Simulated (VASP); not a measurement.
# Rh (I4/mmm) in VASP: notebook, part 2 of 2

VASP 6.6.1.

**4. Single point, PBE (strain +0.000 along x and y, +0.030 along z)**

INCAR

```
PREC = Accurate
ENCUT = 520
EDIFF = 1E-6
ISMEAR = 0
SIGMA = 0.15
LREAL = False
LASPH = True
NELM = 100
ALGO = Fast
ISIF = 2
LWAVE = False
LCHARG = False
GGA = PE
NBANDS = 14
```

KPOINTS

```
regular mesh
0
Gamma
  22 22 22
```

POSCAR

```
Rh
1.0
    0.0000000000      1.9015500000      1.9585965000
    1.9015500000      0.0000000000      1.9585965000
    1.9015500000      1.9015500000      0.0000000000
Rh
1
Direct
    0.0000000000      0.0000000000      0.0000000000
```

Potentials or basis: VASP PAW PBE potentials, release 64 (Rh_pv).

Command:

```console
$ cat potpaw_PBE.64/Rh_pv/POTCAR > POTCAR
$ mpirun -np 1 vasp_std > vasp.out
```

OUTCAR:

```text
PREC = Accurate
   ENCUT = 520
   EDIFF = 1E-6
   ISMEAR = 0
   LREAL = False
   LASPH = True
   NELM = 100
   ISIF = 2
   GGA = PE

 ion  position               nearest neighbor table
   1  0.000  0.000  0.000-

  LATTYP: Found a body centered tetragonal cell.
 ALAT       =     2.6891977995
 C/A-ratio  =     1.4566399692

  Lattice vectors:

 A1 = (  -1.9015500000,   0.0000000000,   1.9585965000)
 A2 = (   1.9015500000,   0.0000000000,   1.9585965000)
 A3 = (   0.0000000000,   1.9015500000,  -1.9585965000)

Analysis of symmetry for initial positions (statically):
=====================================================================
 Subroutine PRICEL returns:
 Original cell was already a primitive cell.

 Routine SETGRP: Setting up the symmetry group for a
 body centered tetragonal supercell.

 Subroutine GETGRP returns: Found 16 space group operations
 (whereof 16 operations were pure point group operations)
 out of a pool of 16 trial point group operations.

The static configuration has the point symmetry D_4h.

Analysis of symmetry for dynamics (positions and initial velocities):
=====================================================================
 Subroutine PRICEL returns:
 Original cell was already a primitive cell.

 Routine SETGRP: Setting up the symmetry group for a
 body centered tetragonal supercell.

 Subroutine GETGRP returns: Found 16 space group operations
 (whereof 16 operations were pure point group operations)
 out of a pool of 16 trial point group operations.

The dynamic configuration has the point symmetry D_4h.

 Subroutine INISYM returns: Found 16 space group operations
 (whereof 16 operations are pure point group operations),
 and found     1 'primitive' translations

----------------------------------------------------------------------------------------

                                     Primitive cell

[... 110 lines left out ...]
  Fermi-wavevector in a.u.,A,eV,Ry     =   1.668688  3.153363 37.885681  2.784519
  Thomas-Fermi vector in A             =   2.754492
   LORBIT       =      0    0 simple, 1 ext, 2 COOP (PROOUT), +10 PAW based schemes
   GGA     = PE    functional components
   LHFCALC =     F    Hartree Fock is set to
   AEXX    =    0.0000 exact exchange contribution
   IVDW    =     0    specifies the selected vdW correction
   LEPSILON=     F    determine dielectric tensor
   LRPA    =     F    only Hartree local field effects (RPA)
 non-spin polarized calculation
 RMM-DIIS sequential band-by-band and
 Gauss-broadening in eV      SIGMA  =   0.15
  energy-cutoff  :      520.00
  volume of cell :       14.16
 maximum number of plane-waves:       391
   NGX = 11   NGY = 11   NGZ =  9

 number of electron      15.0000000 magnetization

 Free energy of the ion-electron system (eV)
  ---------------------------------------------------
  ext. energy  EPLUGINS =         0.00000000
  ---------------------------------------------------
  free energy    TOTEN  =        -7.25982037 eV

  energy without entropy =       -7.24398426  energy(sigma->0) =       -7.25190231

 E-fermi :  11.3582     XC(G=0): -13.8402

 val. band max:       11.3573219259   @ k =  -0.1818   0.1364   0.0455
 cond. band min:      11.3589607252   @ k =   0.4545   0.3636   0.0909
 fundamental gap:      0.0016387993
 Fermi energy:        11.3581560904

 k-point     1 :       0.0000    0.0000    0.0000
  band No.  band energies     occupation
      1     -34.9725      2.00000
      2     -34.9567      2.00000
      3     -34.9567      2.00000
      4       3.6253      2.00000
      5       8.2232      2.00000
      6       8.5355      2.00000
      7       8.5355      2.00000
      8      10.2236      2.00000
      9      10.5987      2.00000
     10      27.3933      0.00000
     11      31.9855      0.00000
     12      32.1033      0.00000
     13      32.9631      0.00000
     14      32.9631      0.00000
[... 377 lines left out ...]
      1     -35.6132      2.00000
      2     -35.0829      2.00000
      3     -35.0344      2.00000
      4       5.5594      2.00000
      5       8.1707      2.00000
      6       8.5664      2.00000
      7      11.1719      1.92095
      8      11.7497      0.00022
      9      12.8735      0.00000
     10      19.8728      0.00000
     11      26.9621      0.00000
     12      31.8386      0.00000
     13      31.9894      0.00000
     14      32.7868      0.00000

 [... further k-points ...]
[... 5 lines left out ...]
  --------------------------------------------------------------------------------------
  -------------------------------------------------------------------------------------
  Total        0.0307414      0.0307414     -0.5677512      0.0000000     -0.0000000      0.0000000
  in kB        3.4773077      3.4773077    -64.2211665      0.0000000     -0.0000000      0.0000000
  external PRESSURE =     -19.0888503 kB  Pullay stress =       0.0000000 kB

 VOLUME and BASIS-vectors are now :
 -----------------------------------------------------------------------------
  energy-cutoff  :      520.00
  volume of cell :       14.16
      direct lattice vectors                 reciprocal lattice vectors
     0.000000000  1.901550000  1.958596500    -0.262943388  0.262943388  0.255284843
     1.901550000  0.000000000  1.958596500     0.262943388 -0.262943388  0.255284843
     1.901550000  1.901550000  0.000000000     0.262943388  0.262943388 -0.255284843

 POSITION                                       TOTAL-FORCE (eV/Angst)
 -----------------------------------------------------------------------------------
      0.00000      0.00000      0.00000         0.000000     -0.000000     -0.000000
 -----------------------------------------------------------------------------------
    total drift:                                0.000000      0.000000      0.000000

  FREE ENERGIE OF THE ION-ELECTRON SYSTEM (eV)
  ---------------------------------------------------
  free  energy   TOTEN  =        -7.2598203652 eV

  energy  without entropy=       -7.2439842648  energy(sigma->0) =       -7.25190231
```

stdout:

```text
POSCAR found type information on POSCAR Rh
 POSCAR found :  1 types and       1 ions
 scaLAPACK will be used
 LDA part: xc-table for (Slater+PW92), standard interpolation
 POSCAR, INCAR and KPOINTS ok, starting setup
 FFT: planning ... GRIDC
 FFT: planning ... GRID_SOFT
 FFT: planning ... GRID
 WAVECAR not read
 entering main loop
WARNING in EDDRMM: call to ZHEGV failed, returncode =   6  3     12
WARNING in EDDRMM: call to ZHEGV failed, returncode =   8  4     13
WARNING in EDDRMM: call to ZHEGV failed, returncode =   8  4     13
```

It took 74 s on 1 thread of Intel Xeon Platinum 8488C (Sapphire Rapids), shared host; peak memory 0.25 GiB.

Results:

```yaml
Free_energy: -7.2598 eV
Pressure: -1.9 GPa
```

Stress tensor (GPa, compression positive):
```
 0.35  0.00  0.00
 0.00  0.35  0.00
 0.00  0.00 -6.42
```

Caveat: the cell differs from its parent crystal (strain +0.000 along x and y, +0.030 along z).

**5. Single point, PBE (strain +0.015 along x and y, +0.000 along z)**

INCAR

```
SYSTEM = Rh
PREC = Accurate ; ENCUT = 520
EDIFF = 1E-7 ; ISMEAR = 0
SIGMA = 0.15 ; LREAL = .False.
LASPH = .True. ; NELM = 60
ALGO = Fast ; ISIF = 2
LWAVE = .False. ; LCHARG = .False.
GGA = PE ; NBANDS = 14
```

KPOINTS

```
regular mesh
0
Gamma
  22 22 22
  0 0 0
```

POSCAR

```
Rh
1.0
    0.0000000000      1.9300732500      1.9015500000
    1.9300732500      0.0000000000      1.9015500000
    1.9300732500      1.9300732500      0.0000000000
Rh
1
Direct
    0.0000000000      0.0000000000      0.0000000000
```

Potentials or basis: VASP PAW PBE potentials, release 64 (Rh_pv).

Command:

```console
$ cat potpaw_PBE.64/Rh_pv/POTCAR > POTCAR
$ mpirun -np 1 vasp_std > vasp.out
```

OUTCAR:

```text
SYSTEM = Rh
   PREC = Accurate
   ENCUT = 520
   EDIFF = 1E-7
   ISMEAR = 0
   LREAL = .False.
   LASPH = .True.
   NELM = 60
   ISIF = 2
   GGA = PE

 ion  position               nearest neighbor table
   1  0.000  0.000  0.000-

  LATTYP: Found a body centered tetragonal cell.
 ALAT       =     2.7295357665
 C/A-ratio  =     1.3933138546

  Lattice vectors:

 A1 = (   0.0000000000,  -1.9300732500,  -1.9015500000)
 A2 = (   0.0000000000,   1.9300732500,  -1.9015500000)
 A3 = (   1.9300732500,   0.0000000000,   1.9015500000)

Analysis of symmetry for initial positions (statically):
=====================================================================
 Subroutine PRICEL returns:
 Original cell was already a primitive cell.

 Routine SETGRP: Setting up the symmetry group for a
 body centered tetragonal supercell.

 Subroutine GETGRP returns: Found 16 space group operations
 (whereof 16 operations were pure point group operations)
 out of a pool of 16 trial point group operations.

The static configuration has the point symmetry D_4h.

Analysis of symmetry for dynamics (positions and initial velocities):
=====================================================================
[... 165 lines left out ...]
  band No.  band energies     occupation
      1     -34.9696      2.00000
      2     -34.9696      2.00000
      3     -34.9615      2.00000
      4       3.6227      2.00000
      5       8.3743      2.00000
      6       8.3743      2.00000
      7       8.5259      2.00000
      8      10.3190      2.00000
      9      10.5022      2.00000
     10      27.3783      0.00000
     11      31.9800      0.00000
     12      32.5185      0.00000
     13      32.5185      0.00000
     14      32.9645      0.00000
[... 377 lines left out ...]
      1     -35.6158      2.00000
      2     -35.0686      2.00000
      3     -35.0594      2.00000
      4       5.5585      2.00000
      5       8.3300      2.00000
      6       8.3903      2.00000
      7      11.1189      1.97374
      8      11.8478      0.00000
      9      12.7942      0.00000
     10      19.8847      0.00000
     11      27.0092      0.00000
     12      31.9783      0.00000
     13      32.1778      0.00000
     14      32.3706      0.00000

 [... further k-points ...]
[... 5 lines left out ...]
  --------------------------------------------------------------------------------------
  -------------------------------------------------------------------------------------
  Total       -0.2792380     -0.2792380      0.0121955      0.0000000      0.0000000     -0.0000000
  in kB      -31.5790964    -31.5790964      1.3791875      0.0000000      0.0000000     -0.0000000
  external PRESSURE =     -20.5930018 kB  Pullay stress =       0.0000000 kB

 VOLUME and BASIS-vectors are now :
 -----------------------------------------------------------------------------
  energy-cutoff  :      520.00
  volume of cell :       14.17
      direct lattice vectors                 reciprocal lattice vectors
     0.000000000  1.930073250  1.901550000    -0.259057525  0.259057525  0.262943388
     1.930073250  0.000000000  1.901550000     0.259057525 -0.259057525  0.262943388
     1.930073250  1.930073250  0.000000000     0.259057525  0.259057525 -0.262943388

 POSITION                                       TOTAL-FORCE (eV/Angst)
 -----------------------------------------------------------------------------------
      0.00000      0.00000      0.00000        -0.000000      0.000000      0.000000
 -----------------------------------------------------------------------------------
    total drift:                                0.000000      0.000000      0.000000

  FREE ENERGIE OF THE ION-ELECTRON SYSTEM (eV)
  ---------------------------------------------------
  free  energy   TOTEN  =        -7.2641902487 eV

  energy  without entropy=       -7.2483311836  energy(sigma->0) =       -7.25626072
```

OSZICAR:

```text
N       E                     dE             d eps       ncg     rms          rms(c)
DAV:   1     0.120419695437E+03    0.12042E+03   -0.87694E+03 23422   0.114E+03
DAV:   2    -0.617888778209E+01   -0.12660E+03   -0.12097E+03 25698   0.339E+02
DAV:   3    -0.776064760184E+01   -0.15818E+01   -0.15791E+01 28122   0.417E+01
DAV:   4    -0.776667661269E+01   -0.60290E-02   -0.60287E-02 27144   0.264E+00
DAV:   5    -0.776673130674E+01   -0.54694E-04   -0.54695E-04 27662   0.222E-01    0.941E+00
RMM:   6    -0.728068410647E+01    0.48605E+00   -0.81437E-01 24955   0.882E+00    0.323E+00
RMM:   7    -0.726731638368E+01    0.13368E-01   -0.28109E-02 25783   0.182E+00    0.154E+00
RMM:   8    -0.726444668999E+01    0.28697E-02   -0.52107E-03 27641   0.810E-01    0.213E-01
RMM:   9    -0.726418381737E+01    0.26287E-03   -0.59015E-04 28582   0.267E-01    0.140E-02
RMM:  10    -0.726419264077E+01   -0.88234E-05   -0.61705E-05 28750   0.100E-01    0.132E-02
RMM:  11    -0.726419018432E+01    0.24564E-05   -0.39251E-06 28938   0.246E-02    0.160E-03
RMM:  12    -0.726419024867E+01   -0.64349E-07   -0.78172E-07 26965   0.116E-02
   1 F= -.72641902E+01 E0= -.72562607E+01  d E =-.158591E-01
```

Wall time 74 s (1 thread of Intel Xeon Platinum 8488C (Sapphire Rapids), shared host); peak memory 0.25 GiB.

Results:

* Free energy: -7.2642 eV
* Pressure: -2.1 GPa

Stress tensor (GPa, compression positive):
```
-3.16  0.00  0.00
 0.00 -3.16  0.00
 0.00  0.00  0.14
```

Caveat: the cell differs from its parent crystal (strain +0.015 along x and y, +0.000 along z).

**6. Single point, PBE (strain +0.030 along x and y, -0.015 along z)**

INCAR

```
PREC = Accurate
ENCUT = 520
EDIFF = 1E-6
ISMEAR = 0
SIGMA = 0.15
LREAL = False
LASPH = True
NELM = 100
ALGO = Fast
ISIF = 2
LWAVE = False
LCHARG = True
GGA = PE
LELF = True
LVHAR = True
NBANDS = 14
```

KPOINTS

```
regular mesh
0
Gamma
  22 22 22
```

POSCAR

```
Rh
1.0
    0.0000000000      1.9585965000      1.8730267500
    1.9585965000      0.0000000000      1.8730267500
    1.9585965000      1.9585965000      0.0000000000
Rh
1
Direct
    0.0000000000      0.0000000000      0.0000000000
```

Potentials or basis: VASP PAW PBE potentials, release 64 (Rh_pv).

Command:

```console
$ cat potpaw_PBE.64/Rh_pv/POTCAR > POTCAR
$ mpirun -np 1 vasp_std > vasp.out
```

It took 87 s on 1 thread of Intel Xeon Platinum 8488C (Sapphire Rapids), shared host; peak memory 0.26 GiB.

The run converged. Its results:

```
Free energy : -7.2486 eV
Pressure    : -5.2 GPa
```

Stress tensor (GPa, compression positive):
```
-8.27  0.00  0.00
 0.00 -8.27  0.00
 0.00  0.00  0.90
```

Levels at points of the mesh, in eV from the Fermi level:
```
           k point  band 3  band 4  band 5  band 6  band 7  band 8  band 9  band 10  band 11  band 12
(0.00, 0.00, 0.00)  -46.27   -7.63   -3.00   -3.00   -2.56   -1.19   -0.67    16.06    20.68    20.81
(0.50, 0.00, 0.00)  -46.35   -5.75   -3.16   -2.69    0.41    0.65    0.80     8.22    15.47    20.51
(0.50, 0.50, 0.00)  -46.56   -5.90   -5.57    0.49    0.94    0.94    3.86    12.54    12.54    12.56
(0.50, 0.00, 0.50)  -46.48   -5.89   -5.52    0.50    0.72    1.09    2.92    11.33    13.14    13.58
```

Caveat: the cell differs from its parent crystal (strain +0.030 along x and y, -0.015 along z).

**7. The runs side by side**

```csv
cell,further INCAR settings,gap on the mesh (eV),pressure (GPa)
"a = 2.710, b = 2.710, c = 2.649 Å, angles 60.7, 60.7, 58.5°, 1 atom",ALGO = Fast; EDIFF = 1e-07; NBANDS = 14,none,6.4
"a = 2.690, b = 2.690, c = 2.730 Å, angles 59.5, 59.5, 61.0°, 1 atom",ALGO = Fast; EDIFF = 1e-07; NBANDS = 14,none,1.9
"a = 2.730, b = 2.730, c = 2.689 Å, angles 60.5, 60.5, 59.0°, 1 atom",ALGO = Fast; EDIFF = 1e-06; NBANDS = 14,none,-1.9
"a = 2.709, b = 2.709, c = 2.730 Å, angles 59.8, 59.8, 60.5°, 1 atom",ALGO = Fast; EDIFF = 1e-07; NBANDS = 14,none,-2.1
"a = 2.710, b = 2.710, c = 2.770 Å, angles 59.3, 59.3, 61.5°, 1 atom",ALGO = Fast; EDIFF = 1e-06; NBANDS = 14,none,-5.2
```

Alike in all rows: task single point; level PBE; potentials or basis VASP PAW PBE potentials, release 64 (Rh_pv); no spin polarisation; k mesh 22 × 22 × 22; cutoff (eV) 520; smearing gaussian 0.15 eV.

Absolute energies hang on the potentials; compare differences alone.
